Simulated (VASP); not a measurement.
# C (P6_3/mmc) in VASP: a series of runs, part 2 of 2

VASP 6.6.1.

**3. Single point, PBE**

The COD entry that gives the cell may itself be a prediction, so a difference from it is no test against experiment.

This run uses another cell than the first one, of 5.45 Å³/atom, 0.906 times its volume.

Input file INCAR:

```
SYSTEM = C
PREC = Accurate
ENCUT = 520
EDIFF = 1E-6
ISMEAR = -1
SIGMA = 0.05
LREAL = .False.
LASPH = .True.
NELM = 100
ALGO = Normal
ISIF = 2
LWAVE = .False.
LCHARG = .True.
GGA = PE
LELF = .True.
LVHAR = .True.
NBANDS = 26
```

Input file KPOINTS:

```
Automatic mesh
0
Gamma
  12 12 4
  0 0 0
```

Input file POSCAR:

```
C
1.0
    2.4880133891      0.0000000000      0.0000000000
   -1.2440066945      2.1546827999      0.0000000000
    0.0000000000      0.0000000000      8.1257741910
C
8
Direct
    0.6666666667      0.3333333333      0.8437500000
    0.3333333333      0.6666666667      0.3437500000
    0.6666666667      0.3333333333      0.6562500000
    0.3333333333      0.6666666667      0.1562500000
    0.0000000000      0.0000000000      0.9062500000
    0.0000000000      0.0000000000      0.4062500000
    0.0000000000      0.0000000000      0.5937500000
    0.0000000000      0.0000000000      0.0937500000
```

Potentials or basis: VASP PAW PBE potentials, release 64 (C).

Launch:

```sh
> cat potpaw_PBE.64/C/POTCAR > POTCAR
> mpirun -np 1 vasp_std > vasp.out
```

OUTCAR:

```text
SYSTEM = C
   PREC = Accurate
   ENCUT = 520
   EDIFF = 1E-6
   ISMEAR = -1
   LREAL = .False.
   LASPH = .True.
   NELM = 100
   ISIF = 2
   GGA = PE

 ion  position               nearest neighbor table
   1  0.667  0.333  0.844-   3 1.52   5 1.52   5 1.52   5 1.52
   2  0.333  0.667  0.344-   4 1.52   6 1.52   6 1.52   6 1.52
   3  0.667  0.333  0.656-   1 1.52   7 1.52   7 1.52   7 1.52
   4  0.333  0.667  0.156-   2 1.52   8 1.52   8 1.52   8 1.52
   5  0.000  0.000  0.906-   8 1.52   1 1.52   1 1.52   1 1.52
   6  0.000  0.000  0.406-   7 1.52   2 1.52   2 1.52   2 1.52
   7  0.000  0.000  0.594-   6 1.52   3 1.52   3 1.52   3 1.52
   8  0.000  0.000  0.094-   5 1.52   4 1.52   4 1.52   4 1.52

  LATTYP: Found a hexagonal cell.
 ALAT       =     2.4880133891
 C/A-ratio  =     3.2659688355

  Lattice vectors:

 A1 = (   2.4880133891,   0.0000000000,   0.0000000000)
 A2 = (  -1.2440066945,   2.1546827999,   0.0000000000)
 A3 = (   0.0000000000,   0.0000000000,   8.1257741910)

Analysis of symmetry for initial positions (statically):
=====================================================================
 Subroutine PRICEL returns:
 Original cell was already a primitive cell.

 Routine SETGRP: Setting up the symmetry group for a
 hexagonal supercell.

 Subroutine GETGRP returns: Found 24 space group operations
 (whereof 12 operations were pure point group operations)
 out of a pool of 24 trial point group operations.

The static configuration has the point symmetry D_3d.
 The point group associated with its full space group is D_6h.

Analysis of symmetry for dynamics (positions and initial velocities):
=====================================================================
 Subroutine PRICEL returns:
 Original cell was already a primitive cell.

 Routine SETGRP: Setting up the symmetry group for a
 hexagonal supercell.

 Subroutine GETGRP returns: Found 24 space group operations
[... 133 lines left out ...]
   IALGO  =     38    algorithm
   IMIX   =      4    mixing-type and parameters
     AMIX     =   0.40;   BMIX     =  1.00
     AMIX_MAG =   1.60;   BMIX_MAG =  1.00
  volume/ion in A,a.u.               =       5.45        36.75
  Fermi-wavevector in a.u.,A,eV,Ry     =   1.477150  2.791408 29.687527  2.181972
  Thomas-Fermi vector in A             =   2.591589
   LORBIT       =      0    0 simple, 1 ext, 2 COOP (PROOUT), +10 PAW based schemes
   GGA     = PE    functional components
   LHFCALC =     F    Hartree Fock is set to
   AEXX    =    0.0000 exact exchange contribution
   IVDW    =     0    specifies the selected vdW correction
   LEPSILON=     F    determine dielectric tensor
   LRPA    =     F    only Hartree local field effects (RPA)
 non-spin polarized calculation
  energy-cutoff  :      520.00
  volume of cell :       43.56
 maximum number of plane-waves:      1194
 NGX is ok and might be reduce to    20
   NGX =  9   NGY =  9   NGZ = 31

 number of electron      32.0000000 magnetization

 Free energy of the ion-electron system (eV)
  ---------------------------------------------------
  ext. energy  EPLUGINS =         0.00000000
  ---------------------------------------------------
  free energy    TOTEN  =       -72.50453359 eV

  energy without entropy =      -72.50453359  energy(sigma->0) =      -72.50453359

 E-fermi :  11.4304     XC(G=0): -13.4539

 val. band max:       10.4755724759   @ k =   0.0000   0.0000   0.0000
 cond. band min:      14.9844480365   @ k =   0.4167   0.0000   0.0000
 fundamental gap:      4.5088755606
 Fermi energy:        11.4304383910

 k-point     1 :       0.0000    0.0000    0.0000
  band No.  band energies     occupation
      1     -11.7178      2.00000
      2      -9.9749      2.00000
      3      -9.9227      2.00000
      4      -5.6670      2.00000
      5      -3.5247      2.00000
      6       3.5309      2.00000
[... 685 lines left out ...]
     25      21.2197      0.00000
     26      23.4355      0.00000

 [... further k-points ...]
[... 5 lines left out ...]
  --------------------------------------------------------------------------------------
  -------------------------------------------------------------------------------------
  Total        4.8880110      4.8880110      8.6134409      0.0000000      0.0000000      0.0000000
  in kB      179.7802391    179.7802391    316.8009324      0.0000000      0.0000000      0.0000000
  external PRESSURE =     225.4538035 kB  Pullay stress =       0.0000000 kB

 VOLUME and BASIS-vectors are now :
 -----------------------------------------------------------------------------
  energy-cutoff  :      520.00
  volume of cell :       43.56
      direct lattice vectors                 reciprocal lattice vectors
     2.488013389  0.000000000  0.000000000     0.401927097  0.232052718  0.000000000
    -1.244006694  2.154682800  0.000000000     0.000000000  0.464105436  0.000000000
     0.000000000  0.000000000  8.125774191     0.000000000  0.000000000  0.123065197

 POSITION                                       TOTAL-FORCE (eV/Angst)
 -----------------------------------------------------------------------------------
      1.24401      0.71823      6.85612        -0.000000     -0.000000      0.342236
     -0.00000      1.43646      2.79323         0.000000     -0.000000      0.342236
      1.24401      0.71823      5.33254        -0.000000      0.000000     -0.342236
     -0.00000      1.43646      1.26965         0.000000      0.000000     -0.342236
      0.00000      0.00000      7.36398         0.000000     -0.000000      0.355714
      0.00000      0.00000      3.30110        -0.000000      0.000000      0.355714
      0.00000      0.00000      4.82468         0.000000     -0.000000     -0.355714
      0.00000      0.00000      0.76179        -0.000000      0.000000     -0.355714
 -----------------------------------------------------------------------------------
    total drift:                               -0.000000      0.000000      0.000000

  FREE ENERGIE OF THE ION-ELECTRON SYSTEM (eV)
  ---------------------------------------------------
  free  energy   TOTEN  =       -72.5045335929 eV

  energy  without entropy=      -72.5045335928  energy(sigma->0) =      -72.50453359
```

OSZICAR:

```text
N       E                     dE             d eps       ncg     rms          rms(c)
DAV:   1     0.655588970569E+02    0.65559E+02   -0.16568E+04  2964   0.120E+03
DAV:   2    -0.704597547792E+02   -0.13602E+03   -0.12790E+03  3922   0.233E+02
DAV:   3    -0.753534921070E+02   -0.48937E+01   -0.48578E+01  4024   0.388E+01
DAV:   4    -0.753935333469E+02   -0.40041E-01   -0.39991E-01  3800   0.393E+00
DAV:   5    -0.753941521597E+02   -0.61881E-03   -0.61850E-03  3958   0.455E-01    0.117E+01
DAV:   6    -0.732274066165E+02    0.21667E+01   -0.13835E+00  3382   0.639E+00    0.699E+00
DAV:   7    -0.725005563866E+02    0.72685E+00   -0.16720E+00  3508   0.726E+00    0.154E+00
DAV:   8    -0.725043034103E+02   -0.37470E-02   -0.39412E-02  3790   0.108E+00    0.774E-02
DAV:   9    -0.725044562582E+02   -0.15285E-03   -0.46089E-04  3918   0.140E-01    0.333E-02
DAV:  10    -0.725045333718E+02   -0.77114E-04   -0.69167E-05  3644   0.586E-02    0.890E-03
DAV:  11    -0.725045335929E+02   -0.22105E-06   -0.13420E-06  3010   0.814E-03
   1 F= -.72504534E+02 E0= -.72504534E+02  d E =-.376243E-10
```

It took 43 s on 1 thread of Intel Xeon Platinum 8488C (Sapphire Rapids), shared host; peak memory 0.18 GiB.

What came out:

- Free energy: -72.5045 eV
- Pressure: 22.5 GPa
- Largest force: 0.356 eV/Å
- Band gap on the k mesh: 4.51 eV, indirect (least direct gap 5.27 eV)

Forces in eV/Å, atoms in the order of the input:
```
C    0.000  0.000  0.342
C    0.000  0.000  0.342
C    0.000  0.000 -0.342
C    0.000  0.000 -0.342
C    0.000  0.000  0.356
C    0.000  0.000  0.356
C    0.000  0.000 -0.356
C    0.000  0.000 -0.356
```

Stress tensor (GPa, compression positive):
```
17.98  0.00  0.00
 0.00 17.98  0.00
 0.00  0.00 31.68
```

A k mesh can miss the band edges. A hybrid or GW would open this gap; PBE tends to underestimate it.

**4. Single point, LDA**

This run uses another cell than the first one, of 5.33 Å³/atom, 0.887 times its volume.

Input file INCAR:

```
SYSTEM = C
PREC     = Accurate       ! precision mode
ENCUT    = 520            ! plane-wave cutoff, eV
EDIFF    = 1E-6           ! SCF threshold, eV
ISMEAR   = -1             ! smearing method
SIGMA    = 0.05           ! smearing width, eV
LREAL    = .False.        ! projectors in reciprocal space
LASPH    = .True.         ! aspherical terms in the spheres
NELM     = 80             ! most SCF steps
ALGO     = Normal         ! electronic algorithm
ISIF     = 2              ! what is computed and relaxed
LWAVE    = .False.        ! write WAVECAR
LCHARG   = .False.        ! write CHGCAR
GGA      = CA             ! functional
NBANDS   = 26             ! bands
```

KPOINTS is that of step 3.

POSCAR: that of step 3 with these lines changed.

```diff
@@ -2,5 +2,5 @@
 1.0
-    2.4880133891      0.0000000000      0.0000000000
-   -1.2440066945      2.1546827999      0.0000000000
-    0.0000000000      0.0000000000      8.1257741910
+    2.4706141248      0.0000000000      0.0000000000
+   -1.2353070624      2.1396145950      0.0000000000
+    0.0000000000      0.0000000000      8.0689487361
 C
```

Potentials or basis: VASP PAW LDA potentials, release 64 (C).

Launch:

```sh
> cat potpaw_LDA.64/C/POTCAR > POTCAR
> mpirun -np 1 vasp_std > vasp.out
```

Wall time 18 s (1 thread of Intel Xeon 6975P-C (Granite Rapids), shared host); peak memory 0.15 GiB.

It converged, with:

| Item | Value |
| --- | --- |
| Free energy | -80.7945 eV |
| Pressure | 18.5 GPa |
| Largest force | 0.374 eV/Å |
| Band gap on the k mesh | 4.53 eV, indirect (least direct gap 5.27 eV) |

Forces on the atoms (eV/Å):
```
C    0.000  0.000  0.362
C    0.000  0.000  0.362
C    0.000  0.000 -0.362
C    0.000  0.000 -0.362
C    0.000  0.000  0.374
C    0.000  0.000  0.374
C    0.000  0.000 -0.374
C    0.000  0.000 -0.374
```

Stress tensor (GPa, compression positive):
```
13.63  0.00  0.00
 0.00 13.63  0.00
 0.00  0.00 28.31
```

Levels at points of the mesh, in eV from the valence-band top:
```tsv
k point	band 12	band 13	band 14	band 15	band 16	band 17	band 18	band 19	band 20	band 21
(0.00, 0.00, 0.00)	-1.84	-1.84	-0.24	0.00	0.00	5.27	5.27	5.83	7.14	7.14
(0.50, 0.00, 0.00)	-5.33	-5.31	-4.76	-3.93	-3.09	4.56	5.80	5.97	6.11	7.33
(0.00, 0.00, 0.50)	-2.65	-0.72	-0.72	-0.72	-0.72	6.10	6.10	6.10	6.10	6.99
(0.50, 0.00, 0.50)	-6.43	-4.97	-4.97	-3.87	-3.87	4.92	4.92	7.20	7.20	7.80
```

A k mesh can miss the band edges. Expect the measured gap to be larger: semilocal functionals such as LDA lack the derivative discontinuity.

**5. Single point, LDA**

This run uses another cell than the first one, of 5.45 Å³/atom, 0.906 times its volume.

Input file INCAR:

```
SYSTEM = C
PREC = Accurate
ENCUT = 520
EDIFF = 1E-7
ISMEAR = -1
SIGMA = 0.05
LREAL = .False.
LASPH = .True.
NELM = 100
ALGO = Normal
ISIF = 2
LWAVE = .False.
LCHARG = .False.
GGA = CA
NBANDS = 26
```

Input file KPOINTS:

```
regular mesh
0
Gamma
  12 12 4
  0 0 0
```

POSCAR: that of step 4 with these lines changed.

```diff
@@ -2,5 +2,5 @@
 1.0
-    2.4706141248      0.0000000000      0.0000000000
-   -1.2353070624      2.1396145950      0.0000000000
-    0.0000000000      0.0000000000      8.0689487361
+    2.4880133891      0.0000000000      0.0000000000
+   -1.2440066945      2.1546827999      0.0000000000
+    0.0000000000      0.0000000000      8.1257741910
 C
```

Potentials or basis: VASP PAW LDA potentials, release 64 (C).

Launch:

```sh
> cat potpaw_LDA.64/C/POTCAR > POTCAR
> mpirun -np 1 vasp_std > vasp.out
```

OUTCAR:

```text
SYSTEM = C
   PREC = Accurate
   ENCUT = 520
   EDIFF = 1E-7
   ISMEAR = -1
   LREAL = .False.
   LASPH = .True.
   NELM = 100
   ISIF = 2
   GGA = CA

 ion  position               nearest neighbor table
   1  0.667  0.333  0.844-   3 1.52   5 1.52   5 1.52   5 1.52
   2  0.333  0.667  0.344-   4 1.52   6 1.52   6 1.52   6 1.52
   3  0.667  0.333  0.656-   1 1.52   7 1.52   7 1.52   7 1.52
   4  0.333  0.667  0.156-   2 1.52   8 1.52   8 1.52   8 1.52
   5  0.000  0.000  0.906-   8 1.52   1 1.52   1 1.52   1 1.52
   6  0.000  0.000  0.406-   7 1.52   2 1.52   2 1.52   2 1.52
   7  0.000  0.000  0.594-   6 1.52   3 1.52   3 1.52   3 1.52
   8  0.000  0.000  0.094-   5 1.52   4 1.52   4 1.52   4 1.52

  LATTYP: Found a hexagonal cell.
 ALAT       =     2.4880133891
 C/A-ratio  =     3.2659688355

  Lattice vectors:

 A1 = (   2.4880133891,   0.0000000000,   0.0000000000)
 A2 = (  -1.2440066945,   2.1546827999,   0.0000000000)
 A3 = (   0.0000000000,   0.0000000000,   8.1257741910)

Analysis of symmetry for initial positions (statically):
[... 188 lines left out ...]

 val. band max:       10.4756502395   @ k =   0.0000   0.0000   0.0000
 cond. band min:      14.9528394694   @ k =   0.4167   0.0000   0.0000
 fundamental gap:      4.4771892299
 Fermi energy:        11.4121912067

 k-point     1 :       0.0000    0.0000    0.0000
  band No.  band energies     occupation
      1     -11.5527      2.00000
      2      -9.8118      2.00000
      3      -9.7601      2.00000
      4      -5.4377      2.00000
      5      -3.5083      2.00000
      6       3.5899      2.00000
[... 685 lines left out ...]
     25      21.1345      0.00000
     26      23.2155      0.00000

 [... further k-points ...]
[... 5 lines left out ...]
  --------------------------------------------------------------------------------------
  -------------------------------------------------------------------------------------
  Total        0.8329239      0.8329239      4.6115641      0.0000000     -0.0000000      0.0000000
  in kB       30.6348047     30.6348047    169.6125654      0.0000000     -0.0000000      0.0000000
  external PRESSURE =      76.9607249 kB  Pullay stress =       0.0000000 kB

 VOLUME and BASIS-vectors are now :
 -----------------------------------------------------------------------------
  energy-cutoff  :      520.00
  volume of cell :       43.56
      direct lattice vectors                 reciprocal lattice vectors
     2.488013389  0.000000000  0.000000000     0.401927097  0.232052718  0.000000000
    -1.244006694  2.154682800  0.000000000     0.000000000  0.464105436  0.000000000
     0.000000000  0.000000000  8.125774191     0.000000000  0.000000000  0.123065197

 POSITION                                       TOTAL-FORCE (eV/Angst)
 -----------------------------------------------------------------------------------
      1.24401      0.71823      6.85612         0.000000     -0.000000      0.348985
     -0.00000      1.43646      2.79323         0.000000     -0.000000      0.348985
      1.24401      0.71823      5.33254         0.000000     -0.000000     -0.348985
     -0.00000      1.43646      1.26965        -0.000000      0.000000     -0.348985
      0.00000      0.00000      7.36398        -0.000000      0.000000      0.359137
      0.00000      0.00000      3.30110         0.000000     -0.000000      0.359137
      0.00000      0.00000      4.82468        -0.000000      0.000000     -0.359137
      0.00000      0.00000      0.76179         0.000000     -0.000000     -0.359137
 -----------------------------------------------------------------------------------
    total drift:                               -0.000000      0.000000      0.000000

  FREE ENERGIE OF THE ION-ELECTRON SYSTEM (eV)
  ---------------------------------------------------
  free  energy   TOTEN  =       -80.8702969908 eV

  energy  without entropy=      -80.8702969907  energy(sigma->0) =      -80.87029699
```

It took 23 s on 1 thread of Intel Xeon 6975P-C (Granite Rapids), shared host; peak memory 0.16 GiB.

What came out:

```yaml
Free_energy: -80.8703 eV
Pressure: 7.7 GPa
Largest_force: 0.359 eV/Å
Band_gap_on_the_k_mesh: 4.48 eV, indirect (least direct gap 5.22 eV)
```

Forces in eV/Å, atoms in the order of the input:
```
C    0.000  0.000  0.349
C    0.000  0.000  0.349
C    0.000  0.000 -0.349
C    0.000  0.000 -0.349
C    0.000  0.000  0.359
C    0.000  0.000  0.359
C    0.000  0.000 -0.359
C    0.000  0.000 -0.359
```

A k mesh can miss the band edges. A hybrid or GW would open this gap; LDA tends to underestimate it.

**6. Single point, LDA**

This run uses another cell than the first one, of 5.56 Å³/atom, 0.925 times its volume.

Input file INCAR:

```
SYSTEM = C
PREC = Accurate
ENCUT = 520
EDIFF = 1E-6
ISMEAR = -1
SIGMA = 0.05
LREAL = .FALSE.
LASPH = .TRUE.
NELM = 60
ALGO = Normal
ISIF = 2
LWAVE = .FALSE.
LCHARG = .FALSE.
NBANDS = 26
```

Input file KPOINTS:

```
regular mesh
0
G
  12 12 4
  0 0 0
```

POSCAR: that of step 5 with these lines changed.

```diff
@@ -2,5 +2,5 @@
 1.0
-    2.4880133891      0.0000000000      0.0000000000
-   -1.2440066945      2.1546827999      0.0000000000
-    0.0000000000      0.0000000000      8.1257741910
+    2.5051726443      0.0000000000      0.0000000000
+   -1.2525863222      2.1695431509      0.0000000000
+    0.0000000000      0.0000000000      8.1818157839
 C
```

Potentials or basis: VASP PAW LDA potentials, release 64 (C).

Launch:

```sh
> cat potpaw_LDA.64/C/POTCAR > POTCAR
> mpirun -np 1 vasp_std > vasp.out
```

Wall time 21 s (1 thread of Intel Xeon 6975P-C (Granite Rapids), shared host); peak memory 0.16 GiB.

The run converged. Its results:

```
Free energy            : -80.8875 eV
Pressure               : -2.1 GPa
Largest force          : 0.345 eV/Å
Band gap on the k mesh : 4.42 eV, indirect (least direct gap 5.18 eV)
```

Forces in eV/Å, atoms in the order of the input:
```
C    0.000  0.000  0.337
C    0.000  0.000  0.337
C    0.000  0.000 -0.337
C    0.000  0.000 -0.337
C    0.000  0.000  0.345
C    0.000  0.000  0.345
C    0.000  0.000 -0.345
C    0.000  0.000 -0.345
```

Stress tensor (GPa, compression positive):
```
-6.53  0.00  0.00
 0.00 -6.53  0.00
 0.00  0.00  6.63
```

Levels at points of the mesh, in eV from the valence-band top:
| k point | band 13 | band 14 | band 15 | band 16 | band 17 | band 18 | band 19 | band 20 |
| --- | --- | --- | --- | --- | --- | --- | --- | --- |
| (0.00, 0.00, 0.00) | -1.77 | -0.23 | 0.00 | 0.00 | 5.18 | 5.18 | 5.71 | 7.00 |
| (0.50, 0.00, 0.00) | -5.10 | -4.60 | -3.77 | -2.97 | 4.46 | 5.65 | 5.85 | 6.00 |
| (0.00, 0.00, 0.50) | -0.69 | -0.69 | -0.69 | -0.69 | 5.98 | 5.98 | 5.98 | 5.98 |
| (0.50, 0.00, 0.50) | -4.79 | -4.79 | -3.72 | -3.72 | 4.82 | 4.82 | 7.07 | 7.07 |

**7. Overview**

| level | potentials or basis | cell | gap on the mesh (eV) | pressure (GPa) | largest force (eV/Å) |
| --- | --- | --- | --- | --- | --- |
| r2SCAN+D3(BJ) | VASP PAW PBE potentials, release 64 (C) | a = 2.572, b = 2.572, c = 8.399 Å, angles 90.0, 90.0, 120.0°, 8 atoms | 4.47 | -26.5 | 0.32 |
| PBE | VASP PAW PBE potentials, release 64 (C) | a = 2.488, b = 2.488, c = 8.126 Å, angles 90.0, 90.0, 120.0°, 8 atoms | 4.51 | 22.5 | 0.36 |
| LDA | VASP PAW LDA potentials, release 64 (C) | a = 2.471, b = 2.471, c = 8.069 Å, angles 90.0, 90.0, 120.0°, 8 atoms | 4.53 | 18.5 | 0.37 |
| LDA | VASP PAW LDA potentials, release 64 (C) | a = 2.488, b = 2.488, c = 8.126 Å, angles 90.0, 90.0, 120.0°, 8 atoms | 4.48 | 7.7 | 0.36 |
| LDA | VASP PAW LDA potentials, release 64 (C) | a = 2.505, b = 2.505, c = 8.182 Å, angles 90.0, 90.0, 120.0°, 8 atoms | 4.42 | -2.1 | 0.34 |

Alike in all rows: task single point; no spin polarisation; k mesh 12 × 12 × 4; cutoff (eV) 520; smearing fermi-dirac 0.05 eV.

Caveats: the PAW data sets were made with another functional, which shifts forces and pressure a little (some runs).

Absolute energies hang on the potentials; compare differences alone.
